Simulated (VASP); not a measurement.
# LiMgBN2 (I-4m2) in VASP: notebook, part 3 of 4

VASP 6.6.1. The steps go on from the part before.

## 5. Single point, PBEsol (atoms shifted along a free coordinate)

File INCAR:

```
SYSTEM = LiMgBN2
PREC = Accurate
ENCUT = 520
EDIFF = 1E-7
ISMEAR = 0
SIGMA = 0.05
LREAL = .False.
LASPH = .True.
NELM = 100
ALGO = Normal
ISIF = 2
LWAVE = .False.
LCHARG = .True.
GGA = PS
LELF = .True.
LVHAR = .True.
NBANDS = 17
```

File KPOINTS:

```
Automatic mesh
0
Gamma
  8 8 8
  0 0 0
```

File POSCAR:

```
LiMgBN2
1.0
   -1.9324005310      1.9324005310      4.5247650217
    1.9324005310     -1.9324005310      4.5247650217
    1.9324005310      1.9324005310     -4.5247650217
Li Mg B N
1 1 1 2
Direct
    0.2500000000      0.7500000000      0.5000000000
    0.7500000000      0.2500000000      0.5000000000
    0.5000000000      0.5000000000      0.0000000000
    0.6517393865      0.6517393865      0.0000000000
    0.3482606135      0.3482606135      0.0000000000
```

Potentials or basis: VASP PAW PBE potentials, release 64 (Li_sv, Mg, B, N).

Started as:

```bash
$ cat potpaw_PBE.64/Li_sv/POTCAR potpaw_PBE.64/Mg/POTCAR potpaw_PBE.64/B/POTCAR potpaw_PBE.64/N/POTCAR > POTCAR
$ mpirun -np 1 vasp_std > vasp.out
```

OUTCAR:

```text
SYSTEM = LiMgBN2
   PREC = Accurate
   ENCUT = 520
   EDIFF = 1E-7
   ISMEAR = 0
   LREAL = .False.
   LASPH = .True.
   NELM = 100
   ISIF = 2
   GGA = PS

 ion  position               nearest neighbor table
   1  0.250  0.750  0.500-   5 2.13   4 2.13   5 2.13   4 2.13   2 2.73   2 2.73   2 2.73   2 2.73

   2  0.750  0.250  0.500-   5 2.13   4 2.13   5 2.13   4 2.13   1 2.73   1 2.73   1 2.73   1 2.73

   3  0.500  0.500  0.000-   4 1.37   5 1.37
   4  0.652  0.652  0.000-   3 1.37   2 2.13   1 2.13   1 2.13   2 2.13
   5  0.348  0.348  0.000-   3 1.37   2 2.13   1 2.13   1 2.13   2 2.13

  LATTYP: Found a body centered tetragonal cell.
 ALAT       =     3.8648010620
 C/A-ratio  =     2.3415254494

  Lattice vectors:

 A1 = (  -1.9324005310,   1.9324005310,   4.5247650217)
 A2 = (   1.9324005310,  -1.9324005310,   4.5247650217)
 A3 = (   1.9324005310,   1.9324005310,  -4.5247650217)

Analysis of symmetry for initial positions (statically):
=====================================================================
 Subroutine PRICEL returns:
 Original cell was already a primitive cell.

 Routine SETGRP: Setting up the symmetry group for a
 body centered tetragonal supercell.

 Subroutine GETGRP returns: Found  8 space group operations
 (whereof  8 operations were pure point group operations)
 out of a pool of 16 trial point group operations.

The static configuration has the point symmetry D_2d.

Analysis of symmetry for dynamics (positions and initial velocities):
=====================================================================
 Subroutine PRICEL returns:
 Original cell was already a primitive cell.

 Routine SETGRP: Setting up the symmetry group for a
 body centered tetragonal supercell.

 Subroutine GETGRP returns: Found  8 space group operations
 (whereof  8 operations were pure point group operations)
 out of a pool of 16 trial point group operations.

The dynamic configuration has the point symmetry D_2d.

 Subroutine INISYM returns: Found  8 space group operations
 (whereof  8 operations are pure point group operations),
 and found     1 'primitive' translations

----------------------------------------------------------------------------------------

                                     Primitive cell

  volume of cell :      67.5850

  direct lattice vectors                    reciprocal lattice vectors
    -1.932400531  1.932400531  4.524765022     0.000000000  0.258745530  0.110502976
     1.932400531 -1.932400531  4.524765022     0.258745530  0.000000000  0.110502976
     1.932400531  1.932400531 -4.524765022     0.258745530  0.258745530  0.000000000

  length of vectors
     5.286004363  5.286004363  5.286004363     0.281354149  0.281354149  0.365921438

  position of ions in fractional coordinates (direct lattice)
     0.250000000  0.750000000  0.500000000
     0.750000000  0.250000000  0.500000000
     0.500000000  0.500000000  0.000000000
     0.651739386  0.651739386  0.000000000
     0.348260614  0.348260614  0.000000000

  ion indices of the primitive-cell ions
   primitive index   ion index
                 1           1
                 2           2
                 3           3
                 4           4
                 5           5

----------------------------------------------------------------------------------------

 KPOINTS: Automatic mesh

Automatic generation of k-mesh.
[... 22 lines left out ...]
            Coordinates               Weight
  0.000000  0.000000  0.000000      1.000000
  0.125000  0.000000  0.000000      8.000000
  0.250000  0.000000  0.000000      8.000000
  0.375000  0.000000  0.000000      8.000000
  0.500000  0.000000  0.000000      4.000000
  0.125000  0.125000  0.000000      8.000000
[... 16 lines left out ...]
  0.250000  0.125000  0.125000     16.000000
  0.375000  0.125000  0.125000      8.000000
 [... further k-points ...]
   k-points           NKPTS =     59   k-points in BZ     NKDIM =     59   number of bands    NBANDS=     17
   number of dos      NEDOS =    301   number of ions     NIONS =      5
   total plane-waves  NPLWV =  64000
   dimension x,y,z NGX =    40 NGY =   40 NGZ =   40
   dimension x,y,z NGXF=    80 NGYF=   80 NGZF=   80
   ions per type =               1   1   1   2
   NGX,Y,Z   is equivalent  to a cutoff of  12.58, 12.58, 12.58 a.u.
   NGXF,Y,Z  is equivalent  to a cutoff of  25.16, 25.16, 25.16 a.u.
 SYSTEM =  LiMgBN2
   PREC   = accura    normal or accurate (medium, high low for compatibility)
   ISTART =      0    job   : 0-new  1-cont  2-samecut
   ICHARG =      2    charge: 1-file 2-atom 10-const
   ISPIN  =      1    spin polarized calculation?
   LNONCOLLINEAR =      F non collinear calculations
   LSORBIT =      F    spin-orbit coupling
   LASPH  =      T    aspherical Exc in radial PAW
   ENCUT  =  520.0 eV  38.22 Ry    6.18 a.u.   9.83  9.83  9.83*2*pi/ulx,y,z
   NELM   =    100;   NELMIN=  2; NELMDL= -5     # of ELM steps
   EDIFF  = 0.1E-06   stopping-criterion for ELM
   LREAL  =      F    real-space projection
   EDIFFG = 0.1E-05   stopping-criterion for IOM
   NSW    =      0    number of steps for IOM
   IBRION =     -1    ionic relax: 0-MD 1-quasi-New 2-CG
   NFREE  =      0    steps in history (QN), initial steepest desc. (CG)
   ISIF   =      2    stress and relaxation
   ISYM   =      2    0-nonsym 1-usesym 2-fastsym
   POTIM  = 0.5000    time-step for ionic-motion
   TEBEG  =    0.0;   TEEND  =   0.0 temperature during run
   PSTRESS=    0.0 pullay stress
   NELECT =      18.0000    total number of electrons
   NUPDOWN=      -1.0000    fix difference up-down
   EMIN   =  10.00;   EMAX   =-10.00  energy-range for DOS
   EFERMI =   0.00;   METHOD = LEGACY
   ISMEAR =     0;   SIGMA  =   0.05  broadening in eV -4-tet -1-fermi 0-gaus
   EFERMI_NEDOS =   21; number of points for ismear=-14 and -15
   IALGO  =     38    algorithm
   IMIX   =      4    mixing-type and parameters
     AMIX     =   0.40;   BMIX     =  1.00
     AMIX_MAG =   1.60;   BMIX_MAG =  1.00
  volume/ion in A,a.u.               =      13.52        91.22
  Fermi-wavevector in a.u.,A,eV,Ry     =   1.053292  1.990434 15.094638  1.109425
  Thomas-Fermi vector in A             =   2.188408
   LORBIT       =      0    0 simple, 1 ext, 2 COOP (PROOUT), +10 PAW based schemes
   GGA     = PS    functional components
   LHFCALC =     F    Hartree Fock is set to
   AEXX    =    0.0000 exact exchange contribution
   IVDW    =     0    specifies the selected vdW correction
   LEPSILON=     F    determine dielectric tensor
   LRPA    =     F    only Hartree local field effects (RPA)
 non-spin polarized calculation
 Gauss-broadening in eV      SIGMA  =   0.05
  energy-cutoff  :      520.00
  volume of cell :       67.59
 maximum number of plane-waves:      1846
   NGX = 19   NGY = 19   NGZ = 19

 number of electron      17.9999998 magnetization

 Free energy of the ion-electron system (eV)
  ---------------------------------------------------
  ext. energy  EPLUGINS =         0.00000000
  ---------------------------------------------------
  free energy    TOTEN  =       -32.59237932 eV

  energy without entropy =      -32.59237932  energy(sigma->0) =      -32.59237932

 E-fermi :   0.8504     XC(G=0):  -8.5728

 val. band max:        0.6197975004   @ k =   0.5000   0.5000   0.5000
 cond. band min:       2.9815698605   @ k =   0.0000   0.0000   0.0000
 fundamental gap:      2.3617723601
 Fermi energy:         0.8503658606

 k-point     1 :       0.0000    0.0000    0.0000
  band No.  band energies     occupation
      1     -42.3231      2.00000
      2     -13.5062      2.00000
      3     -12.5063      2.00000
      4      -4.1161      2.00000
      5      -1.8435      2.00000
      6      -1.3915      2.00000
[... 457 lines left out ...]
      4      -3.6799      2.00000
      5      -3.2700      2.00000
      6      -2.3000      2.00000
[... 9 lines left out ...]
     16      10.8737      0.00000
     17      12.5730      0.00000

 [... further k-points ...]
[... 5 lines left out ...]
  --------------------------------------------------------------------------------------
  -------------------------------------------------------------------------------------
  Total       -1.7377928     -1.7377928     -4.8874292      0.0000000      0.0000000      0.0000000
  in kB      -41.1963041    -41.1963041   -115.8619266      0.0000000      0.0000000      0.0000000
  external PRESSURE =     -66.0848449 kB  Pullay stress =       0.0000000 kB

 VOLUME and BASIS-vectors are now :
 -----------------------------------------------------------------------------
  energy-cutoff  :      520.00
  volume of cell :       67.59
      direct lattice vectors                 reciprocal lattice vectors
    -1.932400531  1.932400531  4.524765022     0.000000000  0.258745530  0.110502976
     1.932400531 -1.932400531  4.524765022     0.258745530  0.000000000  0.110502976
     1.932400531  1.932400531 -4.524765022     0.258745530  0.258745530  0.000000000

 POSITION                                       TOTAL-FORCE (eV/Angst)
 -----------------------------------------------------------------------------------
      1.93240     -0.00000      2.26238         0.000000     -0.000000      0.000000
     -0.00000      1.93240      2.26238         0.000000     -0.000000      0.000000
      0.00000      0.00000      4.52477         0.000000     -0.000000      0.000000
      0.00000      0.00000      5.89794        -0.000000      0.000000     -1.032990
      0.00000      0.00000      3.15159        -0.000000      0.000000      1.032990
 -----------------------------------------------------------------------------------
    total drift:                                0.000000     -0.000000     -0.000000

  FREE ENERGIE OF THE ION-ELECTRON SYSTEM (eV)
  ---------------------------------------------------
  free  energy   TOTEN  =       -32.5923793203 eV

  energy  without entropy=      -32.5923793203  energy(sigma->0) =      -32.59237932
```

stdout:

```text
POSCAR found type information on POSCAR LiMgB N
 POSCAR found :  4 types and       5 ions
 scaLAPACK will be used
 -----------------------------------------------------------------------------
|                                                                             |
|                                                                             |
|     You enforced a specific xc type in the INCAR file but a different       |
|     I HOPE YOU KNOW WHAT YOU ARE DOING!                                     |
|                                                                             |
 -----------------------------------------------------------------------------

 LDA part: xc-table for (Slater+PW92), standard interpolation
 POSCAR, INCAR and KPOINTS ok, starting setup
 FFT: planning ... GRIDC
 FFT: planning ... GRID_SOFT
 FFT: planning ... GRID
 WAVECAR not read
 entering main loop
```

Run time: 55 s. Hardware: 1 thread of Intel Xeon 6975P-C (Granite Rapids), shared host; peak memory 0.28 GiB.

Results:

| Item | Value |
| --- | --- |
| Free energy | -32.5924 eV |
| Largest force | 1.033 eV/Å |
| Band gap on the k mesh | 2.36 eV (least direct gap 3.36 eV) |

Forces in eV/Å, atoms in the order of the input:
```
Li   0.000  0.000  0.000
Mg   0.000  0.000  0.000
B    0.000  0.000  0.000
N    0.000  0.000 -1.033
N    0.000  0.000  1.033
```

Levels at points of the mesh, in eV from the valence-band top:
```csv
k point,band 5,band 6,band 7,band 8,band 9,band 10,band 11,band 12,band 13,band 14
"(0.00, 0.00, 0.00)",-2.46,-2.01,-2.01,-1.32,-1.32,2.36,5.81,7.48,7.48,8.14
"(0.50, 0.00, 0.00)",-4.01,-2.53,-2.26,-1.12,-0.61,5.06,5.44,6.78,7.43,8.42
"(0.50, 0.50, 0.00)",-3.85,-3.21,-2.84,-1.88,-0.44,4.87,5.36,6.39,7.45,9.52
"(0.50, 0.50, 0.50)",-3.67,-2.79,-2.79,0.00,0.00,3.36,5.97,6.26,6.26,8.28
```

Caveat: the cell differs from its parent crystal (atoms shifted along a free coordinate); the cutoff is under 1.25 times the usual one of these potentials, so pressure, stress and relaxed cells hold a basis-set (Pulay) error; the PAW data sets were made with another functional, which shifts forces and pressure a little.

(Continued in part 4 of 4.)
